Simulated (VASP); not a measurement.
Wanted: the native input for a VASP 6.6.1 run.

```
Task                               : single point
Functional                         : HSE06
Potentials or basis                : VASP PAW PBE potentials, release 64 (Si)
Cutoff                             : 400 eV
k mesh                             : 1 × 1 × 1
Occupations                        : gaussian, width 0.01 eV
Spin                               : no spin polarisation
Dipole correction                  : no
Grid for exact exchange (PRECFOCK) : Fast
Further INCAR settings             : LREAL = Auto; ALGO = Normal; EDIFF = 1e-06; NBANDS = 86
Screening parameter                : 0.2079 1/Å
```

Si:

```
Si
1.0
    10.86200    0.00000    0.00000
     0.00000   10.86200    0.00000
     0.00000    0.00000    5.43100
Si
32
Direct
  0.99663 0.00320 0.00486
  0.99775 0.24996 0.49907
  0.25140 0.00266 0.49252
  0.24566 0.25309 0.99876
  0.12741 0.12042 0.24899
  0.12704 0.37250 0.75820
  0.37870 0.12068 0.74126
  0.37538 0.37904 0.24781
  0.99739 0.49928 0.99133
  0.99744 0.74943 0.49992
  0.24754 0.49752 0.49482
  0.24963 0.74806 0.99119
  0.12811 0.62552 0.25262
  0.12211 0.87953 0.75663
  0.37151 0.62346 0.75408
  0.37694 0.87902 0.24857
  0.50304 0.00157 0.99638
  0.50081 0.25352 0.50637
  0.75005 0.00082 0.49143
  0.74763 0.25274 0.99842
  0.62199 0.12545 0.25374
  0.62661 0.37385 0.74888
  0.87508 0.12756 0.75039
  0.87402 0.37491 0.24134
  0.49580 0.50187 0.00890
  0.50086 0.74902 0.49393
  0.75002 0.50444 0.50498
  0.75036 0.75332 0.99507
  0.62513 0.62917 0.25143
  0.62462 0.87288 0.75088
  0.87921 0.62045 0.75522
  0.87795 0.87856 0.25443
```

These files were run (other wordings do the same):

POSCAR

```
Si
1.0
   10.8620000000      0.0000000000      0.0000000000
    0.0000000000     10.8620000000      0.0000000000
    0.0000000000      0.0000000000      5.4310000000
Si
32
Direct
    0.9966338100      0.0031986200      0.0048568300
    0.9977450700      0.2499579700      0.4990699900
    0.2513956300      0.0026581000      0.4925218100
    0.2456577700      0.2530911900      0.9987620500
    0.1274146600      0.1204161900      0.2489944200
    0.1270395900      0.3725028700      0.7581986900
    0.3786957000      0.1206784200      0.7412621200
    0.3753812600      0.3790429900      0.2478126400
    0.9973909000      0.4992829700      0.9913283100
    0.9974377800      0.7494281700      0.4999228900
    0.2475426700      0.4975222500      0.4948219700
    0.2496280900      0.7480646400      0.9911892800
    0.1281078800      0.6255197400      0.2526200400
    0.1221083300      0.8795345600      0.7566276300
    0.3715097600      0.6234597200      0.7540781500
    0.3769443200      0.8790180500      0.2485657700
    0.5030384400      0.0015679000      0.9963794600
    0.5008063000      0.2535212600      0.5063744700
    0.7500486500      0.0008193900      0.4914293100
    0.7476315600      0.2527380200      0.9984222800
    0.6219895700      0.1254492600      0.2537385500
    0.6266063900      0.3738464600      0.7488761100
    0.8750775800      0.1275634600      0.7503855400
    0.8740172600      0.3749051100      0.2413381500
    0.4957971600      0.5018724200      0.0088968500
    0.5008578900      0.7490204400      0.4939302000
    0.7500206100      0.5044381900      0.5049810900
    0.7503647300      0.7533169700      0.9950686100
    0.6251267900      0.6291656000      0.2514324200
    0.6246237500      0.8728758900      0.7508837500
    0.8792084000      0.6204493600      0.7552228900
    0.8779505200      0.8785553300      0.2544283400
```

INCAR.step1

```
SYSTEM = Si
PREC = Accurate ; ENCUT = 400
EDIFF = 1E-5 ; ISMEAR = 0
SIGMA = 0.01 ; LREAL = Auto
LASPH = .TRUE. ; NELM = 120
ALGO = Normal ; ISIF = 2
LWAVE = .TRUE. ; LCHARG = .FALSE.
GGA = PE ; NBANDS = 86
GGA_COMPAT = .FALSE.
```

INCAR.step2

```
SYSTEM = Si
PREC = Accurate ; ENCUT = 400
EDIFF = 1E-6 ; ISMEAR = 0
SIGMA = 0.01 ; LREAL = Auto
LASPH = .TRUE. ; NELM = 120
ALGO = Normal ; ISIF = 2
LWAVE = .FALSE. ; LCHARG = .FALSE.
GGA = PE ; LHFCALC = .TRUE.
HFSCREEN = 0.2079 ; PRECFOCK = Fast
ISTART = 1 ; NBANDS = 86
GGA_COMPAT = .FALSE.
```

KPOINTS

```
Automatic mesh
0
G
  1 1 1
  0 0 0
```

Potentials or basis: VASP PAW PBE potentials, release 64 (Si).

The run is started by

```sh
$ cat potpaw_PBE.64/Si/POTCAR > POTCAR
$ cp INCAR.step1 INCAR
$ mpirun -np 1 vasp_gam > vasp.out
$ cp INCAR.step2 INCAR
$ mpirun -np 1 vasp_gam > vasp.out
```

It gave:

```json
{"Pressure": "1.4 GPa", "Largest force": "1.791 eV/Å", "Band gap on the k mesh": "1.10 eV"}
```

Caveat: the k points lie up to 1.16 Å⁻¹ apart; the PAW data sets were made with another functional, which shifts forces and pressure a little.

Wall time 84 s on 1 thread of Intel(R) Xeon(R) 6975P-C (Granite Rapids), on a shared host, peak memory 0.56 GiB.
